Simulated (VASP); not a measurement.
# Hf5C3 (Pm-3m) in VASP: a series of runs

The runs below take Hf5C3 through single point, with PBE.

Program: VASP 6.6.1. These are calculated values, not measurements. Logs are shortened: lines on timing, memory, paths and dates and some standing lists are left out, and cuts for length are marked.

## 1. The cell of the first run

It takes space group Pm-3m (No. 221, cubic). The conventional cell has a = 5.017 Å, b = 5.017 Å, c = 5.017 Å, α = 90.00°, β = 90.00°, γ = 90.00°. Hf (site symmetry m-3m) has 6 C at 2.51 Å within 3.3 Å. Within 3.3 Å of Hf (site symmetry 4/mmm) lie 2 Hf at 2.51 Å and 4 C at 2.51 Å. Within 3.3 Å of Hf (site symmetry m-3m) lie 6 Hf at 2.51 Å. C (site symmetry 4/mmm) has 6 Hf at 2.51 Å within 3.3 Å.

The cell was built from a structure type or drawn by symmetry, and may not be a known phase.

## 2. Single point, PBE

INCAR

```
SYSTEM = Hf5C3
PREC = Accurate ; ENCUT = 520
EDIFF = 1E-6 ; ISMEAR = 0
SIGMA = 0.2 ; LREAL = .FALSE.
LASPH = .TRUE. ; NELM = 80
ALGO = Normal ; ISIF = 2
LWAVE = .FALSE. ; LCHARG = .FALSE.
GGA = PE ; NBANDS = 41
```

KPOINTS

```
Automatic mesh
0
G
  3 3 3
  0 0 0
```

POSCAR

```
Hf5C3
1.0
    5.0174015261      0.0000000000      0.0000000000
    0.0000000000      5.0174015261      0.0000000000
    0.0000000000      0.0000000000      5.0174015261
Hf C
5 3
Direct
    0.0000000000      0.0000000000      0.0000000000
    0.0000000000      0.5000000000      0.5000000000
    0.5000000000      0.0000000000      0.5000000000
    0.5000000000      0.5000000000      0.0000000000
    0.5000000000      0.5000000000      0.5000000000
    0.5000000000      0.0000000000      0.0000000000
    0.0000000000      0.5000000000      0.0000000000
    0.0000000000      0.0000000000      0.5000000000
```

Potentials or basis: VASP PAW PBE potentials, release 64 (Hf_pv, C).

Launch:

```bash
$ cat potpaw_PBE.64/Hf_pv/POTCAR potpaw_PBE.64/C/POTCAR > POTCAR
$ mpirun -np 1 vasp_std > vasp.out
```

OUTCAR:

```text
SYSTEM = Hf5C3
   PREC = Accurate
   ENCUT = 520
   EDIFF = 1E-6
   ISMEAR = 0
   LREAL = .FALSE.
   LASPH = .TRUE.
   NELM = 80
   ISIF = 2
   GGA = PE

 ion  position               nearest neighbor table
   1  0.000  0.000  0.000-   6 2.51   7 2.51   8 2.51   8 2.51   7 2.51   6 2.51   2 3.55   3 3.55
                             2 3.55   2 3.55   4 3.55   3 3.55   2 3.55   3 3.55   4 3.55   4 3.55
   2  0.000  0.500  0.500-   5 2.51   7 2.51   8 2.51   7 2.51   8 2.51   5 2.51   1 3.55   4 3.55
                             1 3.55   1 3.55   3 3.55   3 3.55   1 3.55   3 3.55   4 3.55   4 3.55
   3  0.500  0.000  0.500-   5 2.51   6 2.51   8 2.51   6 2.51   5 2.51   8 2.51   1 3.55   4 3.55
                             1 3.55   2 3.55   4 3.55   2 3.55   4 3.55   1 3.55   2 3.55   4 3.55
   4  0.500  0.500  0.000-   5 2.51   6 2.51   7 2.51   5 2.51   6 2.51   7 2.51   2 3.55   3 3.55
                             1 3.55   1 3.55   3 3.55   2 3.55   3 3.55   1 3.55   2 3.55   3 3.55
   5  0.500  0.500  0.500-   2 2.51   3 2.51   4 2.51   4 2.51   3 2.51   2 2.51
   6  0.500  0.000  0.000-   1 2.51   3 2.51   4 2.51   3 2.51   4 2.51   1 2.51
   7  0.000  0.500  0.000-   1 2.51   2 2.51   4 2.51   2 2.51   1 2.51   4 2.51
   8  0.000  0.000  0.500-   1 2.51   2 2.51   3 2.51   1 2.51   2 2.51   3 2.51

  LATTYP: Found a simple cubic cell.
 ALAT       =     5.0174015261

  Lattice vectors:

 A1 = (   5.0174015261,   0.0000000000,   0.0000000000)
 A2 = (   0.0000000000,   5.0174015261,   0.0000000000)
 A3 = (   0.0000000000,   0.0000000000,   5.0174015261)

Analysis of symmetry for initial positions (statically):
=====================================================================
 Subroutine PRICEL returns:
 Original cell was already a primitive cell.

 Routine SETGRP: Setting up the symmetry group for a
 simple cubic supercell.

 Subroutine GETGRP returns: Found 48 space group operations
 (whereof 48 operations were pure point group operations)
 out of a pool of 48 trial point group operations.

The static configuration has the point symmetry O_h .

Analysis of symmetry for dynamics (positions and initial velocities):
=====================================================================
 Subroutine PRICEL returns:
 Original cell was already a primitive cell.

 Routine SETGRP: Setting up the symmetry group for a
 simple cubic supercell.

 Subroutine GETGRP returns: Found 48 space group operations
 (whereof 48 operations were pure point group operations)
 out of a pool of 48 trial point group operations.

The dynamic configuration has the point symmetry O_h .

 Subroutine INISYM returns: Found 48 space group operations
 (whereof 48 operations are pure point group operations),
 and found     1 'primitive' translations

----------------------------------------------------------------------------------------

                                     Primitive cell

  volume of cell :     126.3097

  direct lattice vectors                    reciprocal lattice vectors
     5.017401526  0.000000000  0.000000000     0.199306353  0.000000000  0.000000000
     0.000000000  5.017401526  0.000000000     0.000000000  0.199306353  0.000000000
     0.000000000  0.000000000  5.017401526     0.000000000  0.000000000  0.199306353

  length of vectors
     5.017401526  5.017401526  5.017401526     0.199306353  0.199306353  0.199306353

  position of ions in fractional coordinates (direct lattice)
     0.000000000  0.000000000  0.000000000
     0.000000000  0.500000000  0.500000000
     0.500000000  0.000000000  0.500000000
     0.500000000  0.500000000  0.000000000
     0.500000000  0.500000000  0.500000000
     0.500000000  0.000000000  0.000000000
     0.000000000  0.500000000  0.000000000
     0.000000000  0.000000000  0.500000000

  ion indices of the primitive-cell ions
   primitive index   ion index
                 1           1
                 2           2
                 3           3
                 4           4
                 5           5
                 6           6
                 7           7
                 8           8

----------------------------------------------------------------------------------------

 KPOINTS: Automatic mesh

Automatic generation of k-mesh.
 Grid dimensions read from file:
 generate k-points for:    3    3    3

 Generating k-lattice:

  Cartesian coordinates                     Fractional coordinates (reciprocal lattice)
     0.066435451  0.000000000  0.000000000     0.333333333  0.000000000  0.000000000
     0.000000000  0.066435451  0.000000000     0.000000000  0.333333333  0.000000000
     0.000000000  0.000000000  0.066435451     0.000000000  0.000000000  0.333333333

  Length of vectors
     0.066435451  0.066435451  0.066435451

  Shift w.r.t. Gamma in fractional coordinates (k-lattice)
     0.000000000  0.000000000  0.000000000

 Subroutine IBZKPT returns following result:
 ===========================================

 Found      4 irreducible k-points:

 Following reciprocal coordinates:
            Coordinates               Weight
  0.000000  0.000000  0.000000      1.000000
  0.333333  0.000000  0.000000      6.000000
  0.333333  0.333333  0.000000     12.000000
  0.333333  0.333333  0.333333      8.000000
   k-points           NKPTS =      4   k-points in BZ     NKDIM =      4   number of bands    NBANDS=     41
   number of dos      NEDOS =    301   number of ions     NIONS =      8
   total plane-waves  NPLWV =  64000
   dimension x,y,z NGX =    40 NGY =   40 NGZ =   40
   dimension x,y,z NGXF=    80 NGYF=   80 NGZF=   80
   ions per type =               5   3
   NGX,Y,Z   is equivalent  to a cutoff of  13.25, 13.25, 13.25 a.u.
   NGXF,Y,Z  is equivalent  to a cutoff of  26.51, 26.51, 26.51 a.u.
 SYSTEM =  Hf5C3
   PREC   = accura    normal or accurate (medium, high low for compatibility)
   ISTART =      0    job   : 0-new  1-cont  2-samecut
   ICHARG =      2    charge: 1-file 2-atom 10-const
   ISPIN  =      1    spin polarized calculation?
   LNONCOLLINEAR =      F non collinear calculations
   LSORBIT =      F    spin-orbit coupling
   LASPH  =      T    aspherical Exc in radial PAW
   ENCUT  =  520.0 eV  38.22 Ry    6.18 a.u.   9.33  9.33  9.33*2*pi/ulx,y,z
   NELM   =     80;   NELMIN=  2; NELMDL= -5     # of ELM steps
   EDIFF  = 0.1E-05   stopping-criterion for ELM
   LREAL  =      F    real-space projection
   EDIFFG = 0.1E-04   stopping-criterion for IOM
   NSW    =      0    number of steps for IOM
   IBRION =     -1    ionic relax: 0-MD 1-quasi-New 2-CG
   NFREE  =      0    steps in history (QN), initial steepest desc. (CG)
   ISIF   =      2    stress and relaxation
   ISYM   =      2    0-nonsym 1-usesym 2-fastsym
   POTIM  = 0.5000    time-step for ionic-motion
   TEBEG  =    0.0;   TEEND  =   0.0 temperature during run
   PSTRESS=    0.0 pullay stress
   NELECT =      62.0000    total number of electrons
   NUPDOWN=      -1.0000    fix difference up-down
   EMIN   =  10.00;   EMAX   =-10.00  energy-range for DOS
   EFERMI =   0.00;   METHOD = LEGACY
   ISMEAR =     0;   SIGMA  =   0.20  broadening in eV -4-tet -1-fermi 0-gaus
   EFERMI_NEDOS =   21; number of points for ismear=-14 and -15
   IALGO  =     38    algorithm
   IMIX   =      4    mixing-type and parameters
     AMIX     =   0.40;   BMIX     =  1.00
     AMIX_MAG =   1.60;   BMIX_MAG =  1.00
  volume/ion in A,a.u.               =      15.79       106.55
  Fermi-wavevector in a.u.,A,eV,Ry     =   1.291397  2.440387 22.690531  1.667707
  Thomas-Fermi vector in A             =   2.423170
   LORBIT       =      0    0 simple, 1 ext, 2 COOP (PROOUT), +10 PAW based schemes
   GGA     = PE    functional components
   LHFCALC =     F    Hartree Fock is set to
   AEXX    =    0.0000 exact exchange contribution
   IVDW    =     0    specifies the selected vdW correction
   LEPSILON=     F    determine dielectric tensor
   LRPA    =     F    only Hartree local field effects (RPA)
 non-spin polarized calculation
 Gauss-broadening in eV      SIGMA  =   0.20
  energy-cutoff  :      520.00
  volume of cell :      126.31
 maximum number of plane-waves:      3422
 NGX is ok and might be reduce to    40
   NGX = 19   NGY = 19   NGZ = 19

 number of electron      61.9999991 magnetization

 Free energy of the ion-electron system (eV)
  ---------------------------------------------------
  ext. energy  EPLUGINS =         0.00000000
  ---------------------------------------------------
  free energy    TOTEN  =       -72.05527817 eV

  energy without entropy =      -71.71796843  energy(sigma->0) =      -71.88662330

 E-fermi :   5.1733     XC(G=0): -11.6401

 val. band max:        5.1197149927   @ k =   0.3333   0.0000   0.0000
 cond. band min:       5.1759186382   @ k =   0.3333   0.0000   0.0000
 fundamental gap:      0.0562036455
 Fermi energy:         5.1732545950

 k-point     1 :       0.0000    0.0000    0.0000
  band No.  band energies     occupation
      1     -26.5139      2.00000
      2     -26.5139      2.00000
      3     -26.5139      2.00000
      4     -25.8039      2.00000
      5     -25.8039      2.00000
      6     -25.8039      2.00000
[... 33 lines left out ...]
     40       9.9025      0.00000
     41       9.9134      0.00000

 k-point     2 :       0.3333    0.0000    0.0000
  band No.  band energies     occupation
      1     -26.5000      2.00000
      2     -26.5000      2.00000
      3     -25.9099      2.00000
      4     -25.8016      2.00000
      5     -25.8016      2.00000
      6     -25.7956      2.00000
[... 33 lines left out ...]
     40       9.3378      0.00000
     41       9.6965      0.00000

 k-point     3 :       0.3333    0.3333    0.0000
  band No.  band energies     occupation
      1     -26.4866      2.00000
      2     -25.9138      2.00000
      3     -25.8749      2.00000
      4     -25.8027      2.00000
      5     -25.7979      2.00000
      6     -25.7971      2.00000
[... 33 lines left out ...]
     40       8.4607      0.00000
     41       9.1785      0.00000

 k-point     4 :       0.3333    0.3333    0.3333
  band No.  band energies     occupation
      1     -25.9248      2.00000
      2     -25.8532      2.00000
      3     -25.8532      2.00000
      4     -25.8084      2.00000
      5     -25.8084      2.00000
      6     -25.8042      2.00000
[... 33 lines left out ...]
     40       8.9261      0.00000
     41       9.2889      0.00000

------------------------ aborting loop because EDIFF is reached ----------------------------------------

  FORCE on cell =-STRESS in cart. coord.  units (eV):
  Direction    XX          YY          ZZ          XY          YZ          ZX
  --------------------------------------------------------------------------------------
  -------------------------------------------------------------------------------------
  Total       -0.8693170     -0.8693170     -0.8693170      0.0000000      0.0000000      0.0000000
  in kB      -11.0268683    -11.0268683    -11.0268683      0.0000000      0.0000000      0.0000000
  external PRESSURE =     -11.0268683 kB  Pullay stress =       0.0000000 kB

 VOLUME and BASIS-vectors are now :
 -----------------------------------------------------------------------------
  energy-cutoff  :      520.00
  volume of cell :      126.31
      direct lattice vectors                 reciprocal lattice vectors
     5.017401526  0.000000000  0.000000000     0.199306353  0.000000000  0.000000000
     0.000000000  5.017401526  0.000000000     0.000000000  0.199306353  0.000000000
     0.000000000  0.000000000  5.017401526     0.000000000  0.000000000  0.199306353

 POSITION                                       TOTAL-FORCE (eV/Angst)
 -----------------------------------------------------------------------------------
      0.00000      0.00000      0.00000         0.000000      0.000000      0.000000
      0.00000      2.50870      2.50870         0.000000      0.000000      0.000000
      2.50870      0.00000      2.50870         0.000000      0.000000      0.000000
      2.50870      2.50870      0.00000         0.000000      0.000000      0.000000
      2.50870      2.50870      2.50870         0.000000      0.000000      0.000000
      2.50870      0.00000      0.00000         0.000000      0.000000      0.000000
      0.00000      2.50870      0.00000         0.000000      0.000000      0.000000
      0.00000      0.00000      2.50870         0.000000      0.000000      0.000000
 -----------------------------------------------------------------------------------
    total drift:                               -0.000000      0.000000     -0.000000

  FREE ENERGIE OF THE ION-ELECTRON SYSTEM (eV)
  ---------------------------------------------------
  free  energy   TOTEN  =       -72.0552781720 eV

  energy  without entropy=      -71.7179684265  energy(sigma->0) =      -71.88662330
```

It took 14 s on 1 thread of Intel Xeon 6975P-C (Granite Rapids), shared host; peak memory 0.23 GiB.

What came out:

```
Free energy            : -72.0553 eV
Pressure               : -1.1 GPa
Band gap on the k mesh : zero (bands 31 and 32 overlap by 0.16 eV)
```

Levels at points of the mesh, in eV from the Fermi level:
```csv
k point,band 26,band 27,band 28,band 29,band 30,band 31,band 32,band 33,band 34,band 35
"(0.00, 0.00, 0.00)",-2.03,-2.03,-0.59,-0.59,-0.59,0.10,0.10,0.10,0.39,0.39
```

Caveat: the k points lie up to 0.42 Å⁻¹ apart; spin-orbit coupling is left out, which moves the levels of the heavy elements.

## 3. Single point, PBE

This run uses another cell than the first one, of 15.72 Å³/atom.

INCAR

```
ALGO     = Normal         # electronic algorithm
EDIFF    = 1E-6           # SCF threshold, eV
ENCUT    = 520            # plane-wave cutoff, eV
GGA      = PE             # functional
ISIF     = 2              # what is computed and relaxed
ISMEAR   = 0              # smearing method
LASPH    = True           # aspherical terms in the spheres
LCHARG   = False          # write CHGCAR
LREAL    = False          # projectors in reciprocal space
LWAVE    = False          # write WAVECAR
NBANDS   = 41             # bands
NELM     = 100            # most SCF steps
PREC     = Accurate       # precision mode
SIGMA    = 0.2            # smearing width, eV
```

KPOINTS

```
k-points
0
Gamma
  3 3 3
```

POSCAR

```
Hf5C3
1.0
    5.0097024603      0.0000000000      0.0000000000
    0.0000000000      5.0097024603      0.0000000000
    0.0000000000      0.0000000000      5.0097024603
Hf C
5 3
Direct
    0.5000000000      0.0000000000      0.0000000000
    0.0000000000      0.5000000000      0.0000000000
    0.0000000000      0.0000000000      0.5000000000
    0.0000000000      0.0000000000      0.0000000000
    0.5000000000      0.5000000000      0.5000000000
    0.0000000000      0.5000000000      0.5000000000
    0.5000000000      0.0000000000      0.5000000000
    0.5000000000      0.5000000000      0.0000000000
```

Potentials or basis: VASP PAW PBE potentials, release 64 (Hf_pv, C).

Launch:

```bash
$ cat potpaw_PBE.64/Hf_pv/POTCAR potpaw_PBE.64/C/POTCAR > POTCAR
$ mpirun -np 1 vasp_std > vasp.out
```

Wall time 14 s (1 thread of Intel Xeon 6975P-C (Granite Rapids), shared host); peak memory 0.23 GiB.

It converged, with:

| Quantity | Value |
| --- | --- |
| Free energy | -72.0581 eV |
| Pressure | -0.5 GPa |
| Band gap on the k mesh | zero (bands 31 and 32 overlap by 0.15 eV) |

Levels at points of the mesh, in eV from the Fermi level:
| k point | band 28 | band 29 | band 30 | band 31 | band 32 | band 33 |
| --- | --- | --- | --- | --- | --- | --- |
| (0.00, 0.00, 0.00) | -0.59 | -0.59 | -0.59 | 0.11 | 0.11 | 0.11 |

Caveat: the k points lie up to 0.42 Å⁻¹ apart; spin-orbit coupling is left out, which moves the levels of the heavy elements.
